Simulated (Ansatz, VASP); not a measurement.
# SnO2: VASP beside Ansatz

```
Sn O
1.0
     5.37483    0.00000    0.00000
     0.00000    4.76458    0.00000
     0.00000    0.00000    3.21851
Sn O
2 4
Direct
  0.50000 0.50000 0.50000
  0.00000 0.00000 0.00000
  0.31908 0.30517 0.00000
  0.81908 0.19483 0.50000
  0.18092 0.80517 0.50000
  0.68092 0.69483 0.00000
```

Change from the starting cell: volume 13.737 Å^3 an atom, stretch along a over the lengths across it, relative to the relaxed cell 1.1282.

Alike in both runs: functional LDA; k mesh 6 × 6 × 10; occupations gaussian, width 0.05 eV; no spin polarisation.

Ansatz relaxed the structure, and its values are those at the end. VASP's run is a single point on that final structure, the one shown.

```csv
,VASP,Ansatz
version,VASP 6.6.1,Ansatz 0.2.0
potentials or method,"VASP PAW LDA potentials, release 64 (Sn_d, O), cutoff 520 eV","scalar-relativistic, plane waves, PAW"
valence electrons in the cell,52,52
```

Ansatz gave:

| Property | Result |
| --- | --- |
| gap on the k mesh at the Fermi level (eV) | 0.29 |
| least direct gap on the mesh (eV) | 0.33 |
| pressure (GPa) | -18.7 |
| rms of the force components (eV/Å) | 0.002 |

Q: What did VASP give for the same quantities?

A: gap on the k mesh at the Fermi level (eV): 0.30; least direct gap on the mesh (eV): 0.34; pressure (GPa): -18.0; rms of the force components (eV/Å): 0.028.

Ansatz warns that its potentials were made for another functional, while VASP's fit it. LDA's correlation is that of Perdew and Zunger in VASP and of Perdew and Wang (1992) in Ansatz. Ansatz's warnings: stress scf threshold loose.
